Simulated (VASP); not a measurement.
# BeZn2Se3 (I-4m2) in VASP: relaxation of shape and atoms at fixed volume with PBE

Aim: the relaxation of shape and atoms at fixed volume of BeZn2Se3 with PBE.

Everything below comes from runs of VASP 6.6.1. Logs are shortened: lines on timing, memory, paths and dates and some standing lists are left out, and cuts for length are marked.

### 1 The cell of the first run

It takes space group I-4m2 (No. 119, tetragonal). The conventional cell has a = 3.825 Å, b = 3.825 Å, c = 16.474 Å, α = 90.00°, β = 90.00°, γ = 90.00°. Be (site symmetry -4m2) has 4 Se at 2.25 Å within 3.0 Å. Within 3.2 Å of Zn (site symmetry 2mm) lie 4 Se at 2.41 to 2.42 Å. Within 3.0 Å of Se (site symmetry 2mm) lie 2 Be at 2.25 Å and 2 Zn at 2.42 Å. Within 3.2 Å of Se (site symmetry -4m2) lie 4 Zn at 2.41 Å.

### 2 Relaxation of shape and atoms at fixed volume, PBE (20.08 Å³/atom)

INCAR reads:

```
SYSTEM = BeZn2Se3
PREC = Accurate
ENCUT = 600
EDIFF = 1E-6
ISMEAR = 0
SIGMA = 0.02
LREAL = .FALSE.
LASPH = .TRUE.
NELM = 100
ALGO = Normal
ISIF = 4
LWAVE = .FALSE.
LCHARG = .FALSE.
GGA = PE
IBRION = 2
NSW = 50
EDIFFG = -0.01
```

KPOINTS reads:

```
regular mesh
0
G
  10 10 10
  0 0 0
```

POSCAR reads:

```
BeZn2Se3
1.0
   -1.9123295852      1.9123295852      8.2369505743
    1.9123295852     -1.9123295852      8.2369505743
    1.9123295852      1.9123295852     -8.2369505743
Be Zn Se
1 2 3
Direct
    0.5000000000      0.5000000000      0.0000000000
    0.8387506918      0.8387506918      0.0000000000
    0.1612493082      0.1612493082      0.0000000000
    0.4283112827      0.9283112827      0.5000000000
    0.0716887173      0.5716887173      0.5000000000
    0.7500000000      0.2500000000      0.5000000000
```

Potentials or basis: VASP PAW PBE potentials, release 64 (Be, Zn, Se).

On the command line:

```sh
cat potpaw_PBE.64/Be/POTCAR potpaw_PBE.64/Zn/POTCAR potpaw_PBE.64/Se/POTCAR > POTCAR
mpirun -np 1 vasp_std > vasp.out
```

OUTCAR:

```text
SYSTEM = BeZn2Se3
   PREC = Accurate
   ENCUT = 600
   EDIFF = 1E-6
   ISMEAR = 0
   LREAL = .FALSE.
   LASPH = .TRUE.
   NELM = 100
   ISIF = 4
   GGA = PE
   IBRION = 2
   NSW = 50
   EDIFFG = -0.01

 ion  position               nearest neighbor table
   1  0.500  0.500  0.000-   5 2.25   4 2.25   5 2.25   4 2.25
   2  0.839  0.839  0.000-   6 2.41   6 2.41   4 2.42   4 2.42
   3  0.161  0.161  0.000-   6 2.41   6 2.41   5 2.42   5 2.42
   4  0.428  0.928  0.500-   1 2.25   1 2.25   2 2.42   2 2.42
   5  0.072  0.572  0.500-   1 2.25   1 2.25   3 2.42   3 2.42
   6  0.750  0.250  0.500-   2 2.41   3 2.41   2 2.41   3 2.41

  LATTYP: Found a body centered tetragonal cell.
 ALAT       =     3.8246591704
 C/A-ratio  =     4.3072860651

  Lattice vectors:

 A1 = (  -1.9123295852,   1.9123295852,   8.2369505743)
 A2 = (   1.9123295852,  -1.9123295852,   8.2369505743)
 A3 = (   1.9123295852,   1.9123295852,  -8.2369505743)

Analysis of symmetry for initial positions (statically):
=====================================================================
 Subroutine PRICEL returns:
 Original cell was already a primitive cell.

 Routine SETGRP: Setting up the symmetry group for a
 body centered tetragonal supercell.

 Subroutine GETGRP returns: Found  8 space group operations
 (whereof  8 operations were pure point group operations)
 out of a pool of 16 trial point group operations.

The static configuration has the point symmetry D_2d.

Analysis of symmetry for dynamics (positions and initial velocities):
=====================================================================
 Subroutine PRICEL returns:
 Original cell was already a primitive cell.

 Routine SETGRP: Setting up the symmetry group for a
 body centered tetragonal supercell.

 Subroutine GETGRP returns: Found  8 space group operations
 (whereof  8 operations were pure point group operations)
 out of a pool of 16 trial point group operations.

The dynamic configuration has the point symmetry D_2d.

 Subroutine INISYM returns: Found  8 space group operations
 (whereof  8 operations are pure point group operations),
 and found     1 'primitive' translations

----------------------------------------------------------------------------------------

                                     Primitive cell

  volume of cell :     120.4903

  direct lattice vectors                    reciprocal lattice vectors
    -1.912329585  1.912329585  8.236950574     0.000000000  0.261461206  0.060702076
     1.912329585 -1.912329585  8.236950574     0.261461206  0.000000000  0.060702076
     1.912329585  1.912329585 -8.236950574     0.261461206  0.261461206  0.000000000

  length of vectors
     8.669565367  8.669565367  8.669565367     0.268415172  0.268415172  0.369761984

  position of ions in fractional coordinates (direct lattice)
     0.500000000  0.500000000  0.000000000
     0.838750692  0.838750692  0.000000000
     0.161249308  0.161249308  0.000000000
     0.428311283  0.928311283  0.500000000
     0.071688717  0.571688717  0.500000000
     0.750000000  0.250000000  0.500000000

  ion indices of the primitive-cell ions
   primitive index   ion index
                 1           1
                 2           2
                 3           3
                 4           4
                 5           5
                 6           6

----------------------------------------------------------------------------------------

 KPOINTS: regular mesh

Automatic generation of k-mesh.
 Grid dimensions read from file:
 generate k-points for:   10   10   10

 Generating k-lattice:

  Cartesian coordinates                     Fractional coordinates (reciprocal lattice)
     0.000000000  0.026146121  0.006070208     0.100000000  0.000000000 -0.000000000
     0.026146121  0.000000000  0.006070208     0.000000000  0.100000000 -0.000000000
     0.026146121  0.026146121  0.000000000     0.000000000  0.000000000  0.100000000

  Length of vectors
     0.026841517  0.026841517  0.036976198

  Shift w.r.t. Gamma in fractional coordinates (k-lattice)
     0.000000000  0.000000000  0.000000000

 Subroutine IBZKPT returns following result:
 ===========================================

 Found    102 irreducible k-points:

 Following reciprocal coordinates:
            Coordinates               Weight
  0.000000  0.000000  0.000000      1.000000
  0.100000 -0.000000  0.000000      8.000000
  0.200000 -0.000000  0.000000      8.000000
  0.300000  0.000000  0.000000      8.000000
  0.400000  0.000000  0.000000      8.000000
  0.500000  0.000000 -0.000000      4.000000
[... 16 lines left out ...]
  0.300000  0.300000  0.000000      8.000000
  0.400000  0.300000  0.000000     16.000000
 [... further k-points ...]
   k-points           NKPTS =    102   k-points in BZ     NKDIM =    102   number of bands    NBANDS=     26
   number of dos      NEDOS =    301   number of ions     NIONS =      6
   total plane-waves  NPLWV = 343000
   dimension x,y,z NGX =    70 NGY =   70 NGZ =   70
   dimension x,y,z NGXF=   140 NGYF=  140 NGZF=  140
   ions per type =               1   2   3
   NGX,Y,Z   is equivalent  to a cutoff of  13.42, 13.42, 13.42 a.u.
   NGXF,Y,Z  is equivalent  to a cutoff of  26.85, 26.85, 26.85 a.u.
 SYSTEM =  BeZn2Se3
   PREC   = accura    normal or accurate (medium, high low for compatibility)
   ISTART =      0    job   : 0-new  1-cont  2-samecut
   ICHARG =      2    charge: 1-file 2-atom 10-const
   ISPIN  =      1    spin polarized calculation?
   LNONCOLLINEAR =      F non collinear calculations
   LSORBIT =      F    spin-orbit coupling
   LASPH  =      T    aspherical Exc in radial PAW
   ENCUT  =  600.0 eV  44.10 Ry    6.64 a.u.  17.32 17.32 17.32*2*pi/ulx,y,z
   NELM   =    100;   NELMIN=  2; NELMDL= -5     # of ELM steps
   EDIFF  = 0.1E-05   stopping-criterion for ELM
   LREAL  =      F    real-space projection
   EDIFFG = -.1E-01   stopping-criterion for IOM
   NSW    =     50    number of steps for IOM
   IBRION =      2    ionic relax: 0-MD 1-quasi-New 2-CG
   NFREE  =      1    steps in history (QN), initial steepest desc. (CG)
   ISIF   =      4    stress and relaxation
   ISYM   =      2    0-nonsym 1-usesym 2-fastsym
   POTIM  = 0.5000    time-step for ionic-motion
   TEBEG  =    0.0;   TEEND  =   0.0 temperature during run
   PSTRESS=    0.0 pullay stress
   NELECT =      44.0000    total number of electrons
   NUPDOWN=      -1.0000    fix difference up-down
   EMIN   =  10.00;   EMAX   =-10.00  energy-range for DOS
   EFERMI =   0.00;   METHOD = LEGACY
   ISMEAR =     0;   SIGMA  =   0.02  broadening in eV -4-tet -1-fermi 0-gaus
   EFERMI_NEDOS =   21; number of points for ismear=-14 and -15
   IALGO  =     38    algorithm
   IMIX   =      4    mixing-type and parameters
     AMIX     =   0.40;   BMIX     =  1.00
     AMIX_MAG =   1.60;   BMIX_MAG =  1.00
  volume/ion in A,a.u.               =      20.08       135.52
  Fermi-wavevector in a.u.,A,eV,Ry     =   1.170151  2.211264 18.629809  1.369252
  Thomas-Fermi vector in A             =   2.306613
   LORBIT       =      0    0 simple, 1 ext, 2 COOP (PROOUT), +10 PAW based schemes
   GGA     = PE    functional components
   LHFCALC =     F    Hartree Fock is set to
   AEXX    =    0.0000 exact exchange contribution
   IVDW    =     0    specifies the selected vdW correction
   LEPSILON=     F    determine dielectric tensor
   LRPA    =     F    only Hartree local field effects (RPA)
 conjugate gradient relaxation of ions
 non-spin polarized calculation
 Gauss-broadening in eV      SIGMA  =   0.02
  energy-cutoff  :      600.00
  volume of cell :      120.49
 maximum number of plane-waves:      4065
 NGX is ok and might be reduce to    70
   NGX = 35   NGY = 35   NGZ = 35

--------------------------------------- Ionic step        1  -------------------------------------------

 number of electron      44.0000007 magnetization

 Free energy of the ion-electron system (eV)
  ---------------------------------------------------
  ext. energy  EPLUGINS =         0.00000000
  ---------------------------------------------------
  free energy    TOTEN  =       -20.64392150 eV

  energy without entropy =      -20.64392150  energy(sigma->0) =      -20.64392150

------------------------ aborting loop because EDIFF is reached ----------------------------------------

  FORCE on cell =-STRESS in cart. coord.  units (eV):
  Direction    XX          YY          ZZ          XY          YZ          ZX
  --------------------------------------------------------------------------------------
  -------------------------------------------------------------------------------------
  Total        3.4892282      3.4892282      3.5758781      0.0000000      0.0000000      0.0000000
  in kB       46.3967991     46.3967991     47.5489961      0.0000000      0.0000000      0.0000000
  external PRESSURE =      46.7808648 kB  Pullay stress =       0.0000000 kB
[... 105 lines left out ...]
  energy  without entropy=      -20.6441384384  energy(sigma->0) =      -20.64413844

--------------------------------------- Ionic step        4  -------------------------------------------

 number of electron      44.0000007 magnetization

 Free energy of the ion-electron system (eV)
  ---------------------------------------------------
  ext. energy  EPLUGINS =         0.00000000
  ---------------------------------------------------
  free energy    TOTEN  =       -20.64417606 eV

  energy without entropy =      -20.64417606  energy(sigma->0) =      -20.64417606

 E-fermi :   2.6198     XC(G=0):  -9.5344

 val. band max:        2.5351013167   @ k =   0.0000   0.0000   0.0000
 cond. band min:       4.6410854410   @ k =   0.0000   0.0000   0.0000
 fundamental gap:      2.1059841243
 Fermi energy:         2.6197506689

 k-point     1 :       0.0000    0.0000    0.0000
  band No.  band energies     occupation
      1     -11.2304      2.00000
      2     -10.3779      2.00000
      3     -10.0817      2.00000
      4      -4.2640      2.00000
      5      -4.1366      2.00000
      6      -4.1366      2.00000
[... 685 lines left out ...]
     25       7.1821      0.00000
     26       7.3438      0.00000

 [... further k-points ...]

------------------------ aborting loop because EDIFF is reached ----------------------------------------

  FORCE on cell =-STRESS in cart. coord.  units (eV):
  Direction    XX          YY          ZZ          XY          YZ          ZX
  --------------------------------------------------------------------------------------
  -------------------------------------------------------------------------------------
  Total        3.4919200      3.4919200      3.5108973      0.0000000      0.0000000     -0.0000000
  in kB       46.4325923     46.4325923     46.6849364      0.0000000      0.0000000     -0.0000000
  external PRESSURE =      46.5167070 kB  Pullay stress =       0.0000000 kB
[... 21 lines left out ...]
  FREE ENERGIE OF THE ION-ELECTRON SYSTEM (eV)
  ---------------------------------------------------
  free  energy   TOTEN  =       -20.6441760588 eV

  energy  without entropy=      -20.6441760588  energy(sigma->0) =      -20.64417606

 reached required accuracy - stopping structural energy minimisation
```

It took 58 min on 1 thread of Oxide Virtual Turin-like, shared host; peak memory 0.99 GiB.

Results:

```
Free energy                  : -20.6442 eV
Energy gained by relaxing    : 0.0 meV/atom
Ionic steps                  : 4
Pressure after relaxing      : 4.7 GPa
Largest force after relaxing : 0.008 eV/Å
Band gap on the k mesh       : 2.11 eV
```

Forces in eV/Å, atoms in the order of the input:
```
Be   0.000  0.000  0.000
Zn   0.000  0.000  0.008
Zn   0.000  0.000 -0.008
Se   0.000  0.000 -0.001
Se   0.000  0.000  0.001
Se   0.000  0.000  0.000
```

The path:
```tsv
step	energy change (eV)	largest force (eV/Å)	pressure (GPa)	volume (Å³)
1	0.0000	0.0452	4.68	120.49
2	-0.0002	0.0178	4.65	120.49
3	-0.0002	0.0193	4.65	120.49
4	-0.0003	0.0080	4.65	120.49
```

Final structure:
```xyz
6
Lattice="-1.9112 1.9112 8.2465 1.9112 -1.9112 8.2465 1.9112 1.9112 -8.2465" Properties=species:S:1:pos:R:3 pbc="T T T"
Be    0.0000    0.0000    8.2465
Zn    1.9112    1.9112    5.5882
Zn    1.9112    1.9112   -5.5882
Se    1.9112    0.0000    7.0683
Se    1.9112    0.0000    1.1782
Se    0.0000    1.9112    4.1232
```

A k mesh can miss the band edges.
